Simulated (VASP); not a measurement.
The system is CdS.

```
Cd S
1.0
     0.00000    2.69704    2.69704
     2.69704    0.00000    2.69704
     2.69704    2.69704    0.00000
Cd S
1 1
Direct
  0.00000 0.00000 0.00000
  0.50000 0.50000 0.50000
```

This cell differs from its parent crystal: volume scaled by 0.94.

Base run:

```yaml
Program: VASP 6.6.1
Functional: PBE
Potentials_or_basis: VASP PAW PBE potentials, release 64 (Cd, S)
Cutoff: 520 eV
k_mesh: 8 × 8 × 8
Occupations: fermi-dirac, width 0.05 eV
Spin: no spin polarisation
```

Its results: band gap on the k mesh 0.25 eV, indirect (least direct gap 1.95 eV); pressure 5.1 GPa.

Q: The run is repeated on the same cell with these changes: functional from PBE to r2SCAN. What comes out?

A: Band gap on the k mesh 0.73 eV, indirect (least direct gap 2.60 eV); pressure 3.5 GPa.

r2SCAN gives the wider gap, since meta-GGAs in the generalised Kohn-Sham scheme recover part of the derivative discontinuity.

Caveats: the PAW data sets were made with another functional, which shifts forces and pressure a little (some runs).

A k mesh can miss the band edges.
